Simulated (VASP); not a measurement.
# Al2Pt in VASP: a series of runs

Al2Pt is run at these levels: PBE; tasks: single point, relaxation of the atoms.

Program: VASP 6.6.1. These are calculated values, not measurements. Logs are shortened: lines on timing, memory, paths and dates and some standing lists are left out, and cuts for length are marked.

### 1 The cell of the first run

The typed cell holds 3 atoms: a = 4.179 Å, b = 4.179 Å, c = 4.179 Å, α = 60.00°, β = 60.00°, γ = 60.00°.

### 2 Single point, PBE

INCAR reads:

```
SYSTEM = Al2Pt
ALGO = Normal
EDIFF = 1E-6
ENCUT = 520
GGA = PE
ISIF = 2
ISMEAR = 0
LASPH = .True.
LCHARG = .False.
LREAL = .False.
LWAVE = .False.
NBANDS = 15
NELM = 80
PREC = Accurate
SIGMA = 0.1
```

KPOINTS reads:

```
k-points
0
Gamma
  7 7 7
  0 0 0
```

POSCAR reads:

```
Al2Pt
1.0
    0.0000000000      2.9550000000      2.9550000000
    2.9550000000      0.0000000000      2.9550000000
    2.9550000000      2.9550000000      0.0000000000
Pt Al
1 2
Direct
    0.0117280000     -0.0150500000     -0.0056400000
    0.7540240000      0.7533590000      0.7435730000
    0.2510320000      0.2488130000      0.2564700000
```

Potentials or basis: VASP PAW PBE potentials, release 64 (Pt, Al).

Started as:

```sh
$ cat potpaw_PBE.64/Pt/POTCAR potpaw_PBE.64/Al/POTCAR > POTCAR
$ mpirun -np 1 vasp_std > vasp.out
```

OUTCAR:

```text
SYSTEM = Al2Pt
   EDIFF = 1E-6
   ENCUT = 520
   GGA = PE
   ISIF = 2
   ISMEAR = 0
   LASPH = .True.
   LREAL = .False.
   NELM = 80
   PREC = Accurate

 ion  position               nearest neighbor table
   1  0.012  0.985  0.994-   3 2.51   3 2.52   2 2.53   2 2.53   2 2.56   3 2.60   3 2.61   2 2.62

   2  0.754  0.753  0.744-   1 2.53   1 2.53   1 2.56   1 2.62   3 2.93   3 2.93   3 2.93   3 2.98
                             3 2.98   3 2.98
   3  0.251  0.249  0.256-   1 2.51   1 2.52   1 2.60   1 2.61   2 2.93   2 2.93   2 2.93   2 2.98
                             2 2.98   2 2.98

  LATTYP: Found a face centered cubic cell.
 ALAT       =     5.9100000000

  Lattice vectors:

 A1 = (   0.0000000000,   2.9550000000,   2.9550000000)
 A2 = (   2.9550000000,   0.0000000000,   2.9550000000)
 A3 = (   2.9550000000,   2.9550000000,   0.0000000000)

Analysis of symmetry for initial positions (statically):
=====================================================================
 Subroutine PRICEL returns:
 Original cell was already a primitive cell.

 Routine SETGRP: Setting up the symmetry group for a
 face centered cubic supercell.

 Subroutine GETGRP returns: Found  1 space group operations
 (whereof  1 operations were pure point group operations)
 out of a pool of 48 trial point group operations.

The static configuration has the point symmetry C_1 .

Analysis of symmetry for dynamics (positions and initial velocities):
=====================================================================
 Subroutine PRICEL returns:
 Original cell was already a primitive cell.

 Routine SETGRP: Setting up the symmetry group for a
 face centered cubic supercell.

 Subroutine GETGRP returns: Found  1 space group operations
 (whereof  1 operations were pure point group operations)
 out of a pool of 48 trial point group operations.

The dynamic configuration has the point symmetry C_1 .

 Subroutine INISYM returns: Found  1 space group operations
 (whereof  1 operations are pure point group operations),
 and found     1 'primitive' translations

----------------------------------------------------------------------------------------

                                     Primitive cell

  volume of cell :      51.6063

  direct lattice vectors                    reciprocal lattice vectors
     0.000000000  2.955000000  2.955000000    -0.169204738  0.169204738  0.169204738
     2.955000000  0.000000000  2.955000000     0.169204738 -0.169204738  0.169204738
     2.955000000  2.955000000  0.000000000     0.169204738  0.169204738 -0.169204738
[... 99 lines left out ...]
   EMIN   =  10.00;   EMAX   =-10.00  energy-range for DOS
   EFERMI =   0.00;   METHOD = LEGACY
   ISMEAR =     0;   SIGMA  =   0.10  broadening in eV -4-tet -1-fermi 0-gaus
   EFERMI_NEDOS =   21; number of points for ismear=-14 and -15
   IALGO  =     38    algorithm
   IMIX   =      4    mixing-type and parameters
     AMIX     =   0.40;   BMIX     =  1.00
     AMIX_MAG =   1.60;   BMIX_MAG =  1.00
  volume/ion in A,a.u.               =      17.20       116.09
  Fermi-wavevector in a.u.,A,eV,Ry     =   1.108019  2.093853 16.703966  1.227707
  Thomas-Fermi vector in A             =   2.244541
   LORBIT       =      0    0 simple, 1 ext, 2 COOP (PROOUT), +10 PAW based schemes
   GGA     = PE    functional components
   LHFCALC =     F    Hartree Fock is set to
   AEXX    =    0.0000 exact exchange contribution
   IVDW    =     0    specifies the selected vdW correction
   LEPSILON=     F    determine dielectric tensor
   LRPA    =     F    only Hartree local field effects (RPA)
 non-spin polarized calculation
 Gauss-broadening in eV      SIGMA  =   0.10
  energy-cutoff  :      520.00
  volume of cell :       51.61
 maximum number of plane-waves:      1411
   NGX = 15   NGY = 15   NGZ = 15

 number of electron      16.0000000 magnetization

 Free energy of the ion-electron system (eV)
  ---------------------------------------------------
  ext. energy  EPLUGINS =         0.00000000
  ---------------------------------------------------
  free energy    TOTEN  =       -16.21811031 eV

  energy without entropy =      -16.20815047  energy(sigma->0) =      -16.21313039

 E-fermi :   7.8885     XC(G=0): -10.6993

 val. band max:        7.8494908994   @ k =  -0.4286  -0.1429  -0.1429
 cond. band min:       7.9177520059   @ k =  -0.2857  -0.1429  -0.1429
 fundamental gap:      0.0682611065
 Fermi energy:         7.8885453262

 k-point     1 :       0.0000    0.0000    0.0000
  band No.  band energies     occupation
      1      -2.3277      2.00000
      2       2.8158      2.00000
      3       2.8483      2.00000
      4       2.8554      2.00000
      5       4.1867      2.00000
      6       4.1908      2.00000
      7      10.8437      0.00000
      8      11.6652      0.00000
      9      11.7286      0.00000
     10      11.7397      0.00000
     11      13.3029      0.00000
     12      13.3182      0.00000
     13      13.3296      0.00000
     14      14.2243      0.00000
[... 401 lines left out ...]
      2       2.3554      2.00000
      3       3.1124      2.00000
      4       3.1496      2.00000
      5       3.9050      2.00000
      6       4.3693      2.00000
      7       7.2199      2.00000
      8       9.0070      0.00000
      9       9.4314      0.00000
     10      11.4150      0.00000
     11      12.6803      0.00000
     12      14.1980      0.00000
     13      14.3814      0.00000
     14      14.6889      0.00000
     15      16.7324      0.00000

 [... further k-points ...]

------------------------ aborting loop because EDIFF is reached ----------------------------------------

  FORCE on cell =-STRESS in cart. coord.  units (eV):
  Direction    XX          YY          ZZ          XY          YZ          ZX
  --------------------------------------------------------------------------------------
  -------------------------------------------------------------------------------------
  Total        0.8081697      0.8636879      0.8595858      0.1806766     -0.2317387     -0.2212160
  in kB       25.0905781     26.8142083     26.6868520      5.6093171     -7.1945998     -6.8679124
  external PRESSURE =      26.1972128 kB  Pullay stress =       0.0000000 kB

 VOLUME and BASIS-vectors are now :
 -----------------------------------------------------------------------------
  energy-cutoff  :      520.00
  volume of cell :       51.61
      direct lattice vectors                 reciprocal lattice vectors
     0.000000000  2.955000000  2.955000000    -0.169204738  0.169204738  0.169204738
     2.955000000  0.000000000  2.955000000     0.169204738 -0.169204738  0.169204738
     2.955000000  2.955000000  0.000000000     0.169204738  0.169204738 -0.169204738

 POSITION                                       TOTAL-FORCE (eV/Angst)
 -----------------------------------------------------------------------------------
      5.84886      2.97299      2.94518         0.555168     -0.077609      0.155802
      4.42343      4.42540      4.45432        -0.175284      0.134521     -0.157502
      1.49311      1.49967      1.47704        -0.379885     -0.056912      0.001699
 -----------------------------------------------------------------------------------
    total drift:                                0.000511     -0.000101      0.000159

  FREE ENERGIE OF THE ION-ELECTRON SYSTEM (eV)
  ---------------------------------------------------
  free  energy   TOTEN  =       -16.2181103135 eV

  energy  without entropy=      -16.2081504655  energy(sigma->0) =      -16.21313039
```

OSZICAR:

```text
N       E                     dE             d eps       ncg     rms          rms(c)
DAV:   1     0.480049300352E+02    0.48005E+02   -0.66084E+03  5240   0.905E+02
DAV:   2    -0.152773043041E+02   -0.63282E+02   -0.56094E+02  6294   0.165E+02
DAV:   3    -0.167867488652E+02   -0.15094E+01   -0.14977E+01  6630   0.243E+01
DAV:   4    -0.167995151927E+02   -0.12766E-01   -0.12763E-01  6182   0.261E+00
DAV:   5    -0.167997436020E+02   -0.22841E-03   -0.22841E-03  6918   0.365E-01    0.859E+00
DAV:   6    -0.163292450245E+02    0.47050E+00   -0.18921E+00  6112   0.126E+01    0.221E+00
DAV:   7    -0.162480643653E+02    0.81181E-01   -0.14678E-01  5979   0.364E+00    0.166E+00
DAV:   8    -0.162179143293E+02    0.30150E-01   -0.29831E-02  6323   0.145E+00    0.251E-01
DAV:   9    -0.162179538560E+02   -0.39527E-04   -0.14253E-03  6217   0.316E-01    0.158E-01
DAV:  10    -0.162181072210E+02   -0.15337E-03   -0.29068E-04  5902   0.116E-01    0.184E-02
DAV:  11    -0.162181085930E+02   -0.13721E-05   -0.25113E-05  6574   0.436E-02    0.585E-03
DAV:  12    -0.162181101384E+02   -0.15454E-05   -0.35662E-06  5952   0.134E-02    0.335E-03
DAV:  13    -0.162181103135E+02   -0.17504E-06   -0.72920E-07  4668   0.496E-03
   1 F= -.16218110E+02 E0= -.16213130E+02  d E =-.995985E-02
```

stdout:

```text
POSCAR found type information on POSCAR PtAl
 POSCAR found :  2 types and       3 ions
 scaLAPACK will be used
 LDA part: xc-table for (Slater+PW92), standard interpolation
 POSCAR, INCAR and KPOINTS ok, starting setup
 FFT: planning ... GRIDC
 FFT: planning ... GRID_SOFT
 FFT: planning ... GRID
 WAVECAR not read
 entering main loop
```

Wall time 96 s (1 thread of Intel Xeon 6975P-C (Granite Rapids), shared host); peak memory 0.27 GiB.

What came out:

| Quantity | Value |
| --- | --- |
| Free energy | -16.2181 eV |
| Pressure | 2.6 GPa |
| Largest force | 0.582 eV/Å |
| Band gap on the k mesh | zero (bands 8 and 9 overlap by 5.12 eV) |

Forces in eV/Å, atoms in the order of the input:
```
Pt   0.555 -0.078  0.156
Al  -0.175  0.135 -0.158
Al  -0.380 -0.057  0.002
```

Caveat: spin-orbit coupling is left out, which moves the levels of the heavy elements.

### 3 Single point, PBE

INCAR reads:

```
SYSTEM = Al2Pt
PREC = Accurate
ENCUT = 520
EDIFF = 1E-6
ISMEAR = 0
SIGMA = 0.1
LREAL = .False.
LASPH = .True.
NELM = 60
ALGO = Fast
ISIF = 2
LWAVE = .False.
LCHARG = .False.
GGA = PE
NBANDS = 15
```

KPOINTS reads:

```
regular mesh
0
Gamma
  9 9 9
  0 0 0
```

POSCAR is that of step 2.

Potentials or basis: VASP PAW PBE potentials, release 64 (Pt, Al).

Started as:

```sh
$ cat potpaw_PBE.64/Pt/POTCAR potpaw_PBE.64/Al/POTCAR > POTCAR
$ mpirun -np 1 vasp_std > vasp.out
```

Wall time 4 min (1 thread of Intel Xeon 6975P-C (Granite Rapids), shared host); peak memory 0.4 GiB.

Results (log left out):

- Free energy: -16.2344 eV
- Pressure: 2.5 GPa
- Largest force: 0.589 eV/Å
- Band gap on the k mesh: zero (bands 8 and 9 overlap by 5.21 eV)

Forces on the atoms (eV/Å):
```
Pt   0.562 -0.079  0.158
Al  -0.157  0.160 -0.178
Al  -0.405 -0.082  0.020
```

Stress tensor (GPa, compression positive):
```
 2.43  0.46 -0.55
 0.46  2.57 -0.60
-0.55 -0.60  2.55
```

Levels at points of the mesh, in eV from the Fermi level:
| k point | band 4 | band 5 | band 6 | band 7 | band 8 | band 9 | band 10 | band 11 | band 12 | band 13 |
| --- | --- | --- | --- | --- | --- | --- | --- | --- | --- | --- |
| (0.00, 0.00, 0.00) | -5.13 | -3.79 | -3.79 | 2.85 | 3.67 | 3.74 | 3.75 | 5.31 | 5.33 | 5.34 |

Caveat: spin-orbit coupling is left out, which moves the levels of the heavy elements.

(Part 1 of 2 ends here.)
